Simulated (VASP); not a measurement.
The system is Pd.

```xyz
2
Lattice="0.0000 2.6750 2.6750 2.6750 0.0000 2.6750 2.6750 2.6750 0.0000" Properties=species:S:1:pos:R:3 pbc="T T T"
Pd    5.3500    5.3500    5.3500
Pd    1.3375    1.3375    1.3375
```

This isn't the form of Pd at room conditions, which is fcc.

| Quantity | Value |
| --- | --- |
| Program | VASP 6.6.1 |
| Task | relaxation of cell and atoms |
| Functional | LDA |
| Potentials or basis | VASP PAW LDA potentials, release 64 (Pd) |
| Cutoff | 500 eV |
| k mesh | 8 × 8 × 8 |
| Occupations | fermi-dirac, width 0.05 eV |
| Spin | no spin polarisation |

At the start: pressure 19.8 GPa; volume 19.14 Å³/atom.

Problem. Where does the relaxation end?

Solution. Over 4 steps the energy falls by 155.6 meV/atom and the volume is 22.08 Å³/atom (+15.4 %); space group Fd-3m (No. 227, to 0.1 Å) before and after.

The path:
```tsv
step	energy change (eV)	largest force (eV/Å)	pressure (GPa)	volume (Å³)
1	0.0000	0.0000	19.84	38.28
2	0.0533	0.0000	-10.99	52.97
3	-0.3108	0.0000	-0.58	44.37
4	-0.3113	0.0000	-0.12	44.16
```

Final structure:
```yaml
crystal:
  lattice:
    - [0.00000, 2.80544, 2.80544]
    - [2.80544, 0.00000, 2.80544]
    - [2.80544, 2.80544, 0.00000]
  atoms:
    - { symbol: Pd, position: [0.00000, 0.00000, 0.00000] }
    - { symbol: Pd, position: [0.25000, 0.25000, 0.25000] }
```

Caveat: the volume moved by over 15 % at a fixed basis, so the end points are rough.
